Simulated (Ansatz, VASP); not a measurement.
One calculation of Hf, two programs

The input INCAR:

```
ALGO     = Normal         # electronic algorithm
EDIFF    = 1E-8           # SCF threshold, eV
ENCUT    = 520            # plane-wave cutoff, eV
GGA      = PS             # functional
ISIF     = 2              # what is computed and relaxed
ISMEAR   = -1             # smearing method
LASPH    = T              # aspherical terms in the spheres
LCHARG   = F              # write CHGCAR
LEFG     = T            
LREAL    = F              # projectors in reciprocal space
LWAVE    = F              # write WAVECAR
NBANDS   = 11             # bands
NELM     = 80             # most SCF steps
PREC     = Accurate       # precision mode
SIGMA    = 0.03           # smearing width, eV
```

File KPOINTS:

```
k-points
0
Gamma
  16 16 16
```

Contents of POSCAR:

```
Hf
1.0
    0.0444000000      2.2422000000      2.2422000000
    2.2422000000      0.0444000000      2.2422000000
    2.2422000000      2.2422000000      0.0444000000
Hf
1
Direct
    0.0000000000      0.0000000000      0.0000000000
```

Input for Ansatz:

```yaml
crystal:
  lattice:
    - [0.0444, 2.2422, 2.2422]
    - [2.2422, 0.0444, 2.2422]
    - [2.2422, 2.2422, 0.0444]
  atoms:
    - { symbol: Hf, position: [0.0, 0.0, 0.0] }
kpoints:
  mp_grid: { grid: [16, 16, 16] }
scf:
  occupations: { method: fermi_dirac, width: 0.03 }
hamiltonian:
  xc: pbesol
  pseudopotentials: { kind: all_electron, datasets: crystal }
output:
  forces: true
  stress: true
  eigenvalues: true
  efg: { contact_densities: true }
```

Change from the starting cell: equal xy, yz and zx shear strains of +2 %, crystal datasets.

Alike in both runs: task electric field gradients; functional PBEsol; k mesh 16 × 16 × 16; occupations fermi-dirac, width 0.03 eV; no spin polarisation.

```csv
,VASP,Ansatz
version,VASP 6.6.1,Ansatz 0.2.0
potentials or method,"VASP PAW PBE potentials, release 64 (Hf_pv), cutoff 520 eV","all-electron PAW with datasets made for the crystal, scalar-relativistic"
```

|  | VASP | Ansatz | Ansatz less VASP |
| --- | --- | --- | --- |
| pressure (GPa) | -1.9 | -1.5 | +0.43 |
| traceless stress, the component that is largest in VASP (GPa) | -1.18 | -1.18 | +0.001 |
| size of Vzz on the site where it differs most (V/Å²) | 44.4 | 44.2 | -0.19 |

VASP's potentials were made for PBE, not for PBEsol. Ansatz ran all-electron here, and VASP with PAW potentials.

Spin-orbit coupling is off throughout.
